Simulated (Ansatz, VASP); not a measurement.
**Two plane-wave programs on C**

```xyz
2
Lattice="1.2325 0.7116 3.3614 -1.2325 0.7116 3.3614 0.0000 -1.4232 3.3614" Properties=species:S:1:pos:R:3 pbc="T T T"
C     0.0000    0.0450    1.6325
C     0.0000   -0.0450    8.4517
```

Change from the starting cell: mode 4 frozen in at -0.048 Å and mode 6 at +0.045 Å (largest displacements).

Alike in both runs: task single point; functional PBE; dispersion D3(BJ); k mesh 15 × 15 × 15; occupations gaussian, width 0.05 eV; no spin polarisation.

```csv
,VASP,Ansatz
version,VASP 6.6.1,Ansatz 0.2.0
potentials or method,"VASP PAW PBE potentials, release 64 (C), cutoff 520 eV","scalar-relativistic, plane waves, PAW"
valence electrons in the cell,8,8
```

Ansatz gave:

```
gap on the k mesh at the Fermi level (eV)                     : 0.28
least direct gap on the mesh (eV)                             : 0.29
pressure (GPa)                                                : 2.7
traceless stress, the component that is largest in VASP (GPa) : 10.13
rms of the force components (eV/Å)                            : 2.586
```

Question: Which values does VASP return?

Answer: gap on the k mesh at the Fermi level (eV): 0.28; least direct gap on the mesh (eV): 0.29; pressure (GPa): 3.1; traceless stress, the component that is largest in VASP (GPa): 10.55; rms of the force components (eV/Å): 2.589.

Atom by atom the forces differ by 0.005 eV/Å (rms over components).
